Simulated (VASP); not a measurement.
# CsSnI3 (R3m) in VASP: single point with r2SCAN

Aim: the single point of CsSnI3 with r2SCAN.

Program: VASP 6.6.1. These are calculated values, not measurements. Logs are shortened: lines on timing, memory, paths and dates and some standing lists are left out, and cuts for length are marked.

## 1. The cell of the first run

The structure is trigonal, space group R3m (No. 160). The conventional cell has a = 8.551 Å, b = 8.551 Å, c = 10.855 Å, α = 90.00°, β = 90.00°, γ = 120.00°. I (site symmetry m) has 2 Sn at 2.82 to 3.33 Å within 3.7 Å. Within 5.8 Å of Cs (site symmetry 3m) lie 12 I at 4.28 to 4.41 Å and 8 Sn at 5.11 to 5.75 Å. Within 3.7 Å of Sn (site symmetry 3m) lie 6 I at 2.82 to 3.33 Å.

## 2. Single point, r2SCAN

File POSCAR:

```
CsSnI3
1.0
    4.2755620000      2.4684920000      3.6182320000
   -4.2755620000      2.4684920000      3.6182320000
    0.0000000000     -4.9369950000      3.6182320000
I Cs Sn
3 1 1
Direct
    0.5069300000      0.9987400000      0.5069300000
    0.5069300000      0.5069300000      0.9987400000
    0.9987400000      0.5069300000      0.5069300000
    0.0100000000      0.0100000000      0.0100000000
    0.5394300000      0.5394300000      0.5394300000
```

File INCAR.step1:

```
  PREC = Accurate
  ENCUT = 520
  ISMEAR = 0
  SIGMA = 0.2181
  LREAL = False
  LASPH = True
  NELM = 60
  NBANDS = 30
  GGA = PE
  ALGO = Normal
  EDIFF = 1E-4
  LWAVE = True
  LCHARG = False
```

File INCAR.step2:

```
  PREC = Accurate
  ENCUT = 520
  EDIFF = 1E-6
  ISMEAR = 0
  SIGMA = 0.2181
  LREAL = False
  LASPH = True
  NELM = 60
  ALGO = Normal
  ISIF = 2
  LWAVE = False
  LCHARG = True
  METAGGA = R2SCAN
  LMIXTAU = True
  LELF = True
  LVHAR = True
  NBANDS = 30
  ISTART = 1
```

File KPOINTS:

```
Automatic mesh
0
Gamma
  6 6 6
```

Potentials or basis: VASP PAW PBE potentials, release 64 (I, Cs_sv, Sn_d).

On the command line:

```console
> cat potpaw_PBE.64/I/POTCAR potpaw_PBE.64/Cs_sv/POTCAR potpaw_PBE.64/Sn_d/POTCAR > POTCAR
> cp INCAR.step1 INCAR
> mpirun -np 1 vasp_std > vasp.out
> cp INCAR.step2 INCAR
> mpirun -np 1 vasp_std > vasp.out
```

OUTCAR:

```text
PREC = Accurate
   ENCUT = 520
   EDIFF = 1E-6
   ISMEAR = 0
   LREAL = False
   LASPH = True
   NELM = 60
   ISIF = 2
   METAGGA = R2SCAN
   ISTART = 1

 ion  position               nearest neighbor table
   1  0.507  0.999  0.507-   5 2.82   5 3.33
   2  0.507  0.507  0.999-   5 2.82   5 3.33
   3  0.999  0.507  0.507-   5 2.82   5 3.33
   4  0.010  0.010  0.010-
   5  0.539  0.539  0.539-   1 2.82   3 2.82   2 2.82   1 3.33   3 3.33   2 3.33

  LATTYP: Found a trigonal (rhomboedric) cell.
 ALAT       =     6.1209056500
 COS(alpha) =     0.0241455601

  Lattice vectors:

 A1 = (   4.2755620000,   2.4684920000,   3.6182320000)
 A2 = (  -4.2755620000,   2.4684920000,   3.6182320000)
 A3 = (   0.0000000000,  -4.9369950000,   3.6182320000)

Analysis of symmetry for initial positions (statically):
=====================================================================
 Subroutine PRICEL returns:
 Original cell was already a primitive cell.

 Routine SETGRP: Setting up the symmetry group for a
 trigonal (rhombohedral) supercell.

 Subroutine GETGRP returns: Found  6 space group operations
 (whereof  6 operations were pure point group operations)
 out of a pool of 12 trial point group operations.

The static configuration has the point symmetry C_3v.

Analysis of symmetry for dynamics (positions and initial velocities):
=====================================================================
 Subroutine PRICEL returns:
 Original cell was already a primitive cell.

 Routine SETGRP: Setting up the symmetry group for a
 trigonal (rhombohedral) supercell.

 Subroutine GETGRP returns: Found  6 space group operations
 (whereof  6 operations were pure point group operations)
 out of a pool of 12 trial point group operations.

The dynamic configuration has the point symmetry C_3v.

 Subroutine INISYM returns: Found  6 space group operations
 (whereof  6 operations are pure point group operations),
 and found     1 'primitive' translations

----------------------------------------------------------------------------------------

                                     Primitive cell

  volume of cell :     229.1254

  direct lattice vectors                    reciprocal lattice vectors
     4.275562000  2.468492000  3.618232000     0.116943691  0.067517504  0.092126094
[... 85 lines left out ...]
   ICHARG =      0    charge: 1-file 2-atom 10-const
   ISPIN  =      1    spin polarized calculation?
   LNONCOLLINEAR =      F non collinear calculations
   LSORBIT =      F    spin-orbit coupling
   LASPH  =      T    aspherical Exc in radial PAW
   ENCUT  =  520.0 eV  38.22 Ry    6.18 a.u.  11.38 11.38 11.38*2*pi/ulx,y,z
   NELM   =     60;   NELMIN=  2; NELMDL=  0     # of ELM steps
   EDIFF  = 0.1E-05   stopping-criterion for ELM
   LREAL  =      F    real-space projection
[... 7 lines left out ...]
   TEBEG  =    0.0;   TEEND  =   0.0 temperature during run
   PSTRESS=    0.0 pullay stress
   NELECT =      44.0000    total number of electrons
   NUPDOWN=      -1.0000    fix difference up-down
   EMIN   =  10.00;   EMAX   =-10.00  energy-range for DOS
   EFERMI =   0.00;   METHOD = LEGACY
   ISMEAR =     0;   SIGMA  =   0.22  broadening in eV -4-tet -1-fermi 0-gaus
   EFERMI_NEDOS =   21; number of points for ismear=-14 and -15
   IALGO  =     38    algorithm
   IMIX   =      4    mixing-type and parameters
     AMIX     =   0.40;   BMIX     =  1.00
     AMIX_MAG =   1.60;   BMIX_MAG =  1.00
  volume/ion in A,a.u.               =      45.83       309.24
  Fermi-wavevector in a.u.,A,eV,Ry     =   0.944499  1.784844 12.137452  0.892078
  Thomas-Fermi vector in A             =   2.072309
   LORBIT       =      0    0 simple, 1 ext, 2 COOP (PROOUT), +10 PAW based schemes
   METAGGA = R2SCAN    functional components
   LHFCALC =     F    Hartree Fock is set to
   AEXX    =    0.0000 exact exchange contribution
   IVDW    =     0    specifies the selected vdW correction
   LEPSILON=     F    determine dielectric tensor
   LRPA    =     F    only Hartree local field effects (RPA)
 non-spin polarized calculation
 Gauss-broadening in eV      SIGMA  =   0.22
  energy-cutoff  :      520.00
  volume of cell :      229.13
 maximum number of plane-waves:      6211
 NGX is ok and might be reduce to    48
   NGX = 23   NGY = 23   NGZ = 23

 number of electron      44.0000006 magnetization

 Free energy of the ion-electron system (eV)
  ---------------------------------------------------
  ext. energy  EPLUGINS =         0.00000000
  ---------------------------------------------------
  free energy    TOTEN  =      -128.48932405 eV

  energy without entropy =     -128.48886707  energy(sigma->0) =     -128.48909556

 E-fermi :   3.8035     XC(G=0):  -8.0743

 val. band max:        3.5805032676   @ k =   0.5000   0.5000   0.5000
 cond. band min:       4.0586279153   @ k =   0.5000   0.5000   0.5000
 fundamental gap:      0.4781246477
 Fermi energy:         3.8035037181

 k-point     1 :       0.0000    0.0000    0.0000
  band No.  band energies     occupation
      1     -19.9877      2.00000
      2     -19.4016      2.00000
      3     -19.4016      2.00000
      4     -19.3438      2.00000
      5     -19.3438      2.00000
      6     -19.3284      2.00000
[... 781 lines left out ...]
     29       8.1074      0.00000
     30       8.2246      0.00000

 [... further k-points ...]

------------------------ aborting loop because EDIFF is reached ----------------------------------------

  FORCE on cell =-STRESS in cart. coord.  units (eV):
  Direction    XX          YY          ZZ          XY          YZ          ZX
  --------------------------------------------------------------------------------------
  -------------------------------------------------------------------------------------
  Total        3.1483390      3.1483359      2.6350804      0.0000000     -0.0000027      0.0000000
  in kB       22.0150072     22.0149857     18.4260061      0.0000000     -0.0000187      0.0000000
  external PRESSURE =      20.8186663 kB  Pullay stress =       0.0000000 kB

 VOLUME and BASIS-vectors are now :
 -----------------------------------------------------------------------------
  energy-cutoff  :      520.00
  volume of cell :      229.13
      direct lattice vectors                 reciprocal lattice vectors
     4.275562000  2.468492000  3.618232000     0.116943691  0.067517504  0.092126094
    -4.275562000  2.468492000  3.618232000    -0.116943691  0.067517504  0.092126094
     0.000000000 -4.936995000  3.618232000     0.000000000 -0.135035009  0.092125889

 POSITION                                       TOTAL-FORCE (eV/Angst)
 -----------------------------------------------------------------------------------
     -2.10276      1.21402      7.28205        -0.477722      0.275812      0.345533
      0.00000     -2.42807      7.28205        -0.000000     -0.551626      0.345533
      2.10276      1.21402      7.28205         0.477722      0.275812      0.345533
      0.00000     -0.00000      0.10855        -0.000000     -0.000000      0.010570
      0.00000     -0.00001      5.85535        -0.000000      0.000001     -1.047168
 -----------------------------------------------------------------------------------
    total drift:                               -0.000000     -0.000015      0.002462

  FREE ENERGIE OF THE ION-ELECTRON SYSTEM (eV)
  ---------------------------------------------------
  free  energy   TOTEN  =      -128.4893240460 eV

  energy  without entropy=     -128.4888670658  energy(sigma->0) =     -128.48909556
```

OSZICAR.step1:

```text
N       E                     dE             d eps       ncg     rms          rms(c)
DAV:   1     0.349853952582E+03    0.34985E+03   -0.18190E+04  1926   0.135E+03
DAV:   2     0.310513679449E+02   -0.31880E+03   -0.30463E+03  2176   0.283E+02
DAV:   3    -0.120165949038E+02   -0.43068E+02   -0.42663E+02  2224   0.116E+02
DAV:   4    -0.138468905381E+02   -0.18303E+01   -0.18233E+01  2504   0.276E+01
DAV:   5    -0.139051092111E+02   -0.58219E-01   -0.58206E-01  2874   0.467E+00    0.570E+00
DAV:   6    -0.137539467681E+02    0.15116E+00   -0.24000E-01  2608   0.263E+00    0.377E+00
DAV:   7    -0.137444099261E+02    0.95368E-02   -0.24203E-01  2418   0.203E+00    0.823E-01
DAV:   8    -0.137433514097E+02    0.10585E-02   -0.32094E-02  2326   0.109E+00    0.374E-01
DAV:   9    -0.137439857091E+02   -0.63430E-03   -0.24056E-03  2336   0.290E-01    0.774E-02
DAV:  10    -0.137441379849E+02   -0.15228E-03   -0.28169E-04  2248   0.881E-02    0.440E-02
DAV:  11    -0.137442091700E+02   -0.71185E-04   -0.16486E-04  1826   0.787E-02
   1 F= -.13744209E+02 E0= -.13743664E+02  d E =-.109103E-02
```

It took 6.7 min on 1 thread of Intel Xeon Platinum 8488C (Sapphire Rapids), shared host; peak memory 0.51 GiB.

What came out:

| Item | Value |
| --- | --- |
| Free energy | -128.4893 eV |
| Pressure | 2.1 GPa |
| Largest force | 1.047 eV/Å |
| Band gap on the k mesh | 0.48 eV |

Forces in eV/Å, atoms in the order of the input:
```
I   -0.478  0.276  0.346
I    0.000 -0.552  0.346
I    0.478  0.276  0.346
Cs   0.000  0.000  0.011
Sn   0.000  0.000 -1.047
```

Caveat: semilocal functionals underestimate gaps, and a narrow one can read as zero; the PAW data sets were made with another functional, which shifts forces and pressure a little; spin-orbit coupling is left out, which moves the levels of the heavy elements. A k mesh can miss the band edges.
